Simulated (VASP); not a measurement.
Write the native input for VASP 6.6.1 that does the following.

```yaml
Task: relaxation of cell and atoms
Functional: HSE06
Potentials_or_basis: VASP PAW PBE potentials, release 64 (Se, Zn)
Cutoff: 550 eV
k_mesh: 4 × 4 × 4
Occupations: fermi-dirac, width 0.05 eV
Spin: no spin polarisation
Dipole_correction: no
Grid_for_exact_exchange_PRECFOCK: Normal
Second_try: timeout
Further_INCAR_settings: ALGO = Normal; EDIFF = 1e-07; IBRION = 2; EDIFFG = -0.01; NSW = 60; ISIF = 3
Share_of_exact_exchange: 0.25
Screening_parameter: 0.2079 1/Å
```

The system is ZnSe.

```
Se Zn
1.0
     0.00000    2.83380    2.83380
     2.83380    0.00000    2.83380
     2.83380    2.83380    0.00000
Se Zn
1 1
Direct
  0.75000 0.75000 0.75000
  0.00000 0.00000 0.00000
```

The input as run:

POSCAR

```
ZnSe
1.0
    0.0000000000      2.8338000000      2.8338000000
    2.8338000000      0.0000000000      2.8338000000
    2.8338000000      2.8338000000      0.0000000000
Se Zn
1 1
Direct
    0.7500000000      0.7500000000      0.7500000000
    0.0000000000      0.0000000000      0.0000000000
```

INCAR.step1

```
PREC = Accurate ; ENCUT = 550
EDIFF = 1E-5 ; ISMEAR = -1
SIGMA = 0.05 ; LREAL = F
LASPH = T ; NELM = 120
ALGO = Normal ; LWAVE = T
LCHARG = F ; GGA = PE
NBANDS = 16 ; GGA_COMPAT = F
IBRION = 2 ; ISIF = 3
EDIFFG = -0.005 ; NELMIN = 4
NSW = 100 ; KPAR = 8
```

INCAR.step2

```
PREC = Accurate ; ENCUT = 550
EDIFF = 1E-7 ; ISMEAR = -1
SIGMA = 0.05 ; LREAL = F
LASPH = T ; NELM = 120
ALGO = Normal ; ISIF = 3
LWAVE = F ; LCHARG = F
GGA = PE ; LHFCALC = T
HFSCREEN = 0.2079 ; PRECFOCK = Normal
IBRION = 2 ; NSW = 60
EDIFFG = -0.01 ; ISTART = 1
GGA_COMPAT = F ; NELMIN = 4
KPAR = 8
```

KPOINTS

```
regular mesh
0
Gamma
  4 4 4
```

Potentials or basis: VASP PAW PBE potentials, release 64 (Se, Zn).

Launch:

```console
$ cat potpaw_PBE.64/Se/POTCAR potpaw_PBE.64/Zn/POTCAR > POTCAR
$ cp INCAR.step1 INCAR
$ mpirun -np 8 vasp_std > vasp.out
$ cp INCAR.step2 INCAR
$ mpirun -np 8 vasp_std > vasp.out
```

Results of the run:

- Relaxed volume: 23.28 Å³/atom
- Relaxed cell: a = 4.038 Å, b = 4.038 Å, c = 4.038 Å, α = 60.00°, β = 60.00°, γ = 60.00°
- Space group after relaxing (to 0.1 Å): F-43m (No. 216)
- Energy gained by relaxing: 2.3 meV/atom
- Ionic steps: 3
- Pressure after relaxing: 0.0 GPa
- Band gap on the k mesh: 2.32 eV

Caveat: the k points lie up to 0.48 Å⁻¹ apart in the final cell; the PAW data sets were made with another functional, which shifts forces and pressure a little.

Run time: 2.4 min on 8 MPI ranks on Intel(R) Xeon(R) Platinum 8488C (Sapphire Rapids), on a shared host, peak memory 0.28 GiB a rank.
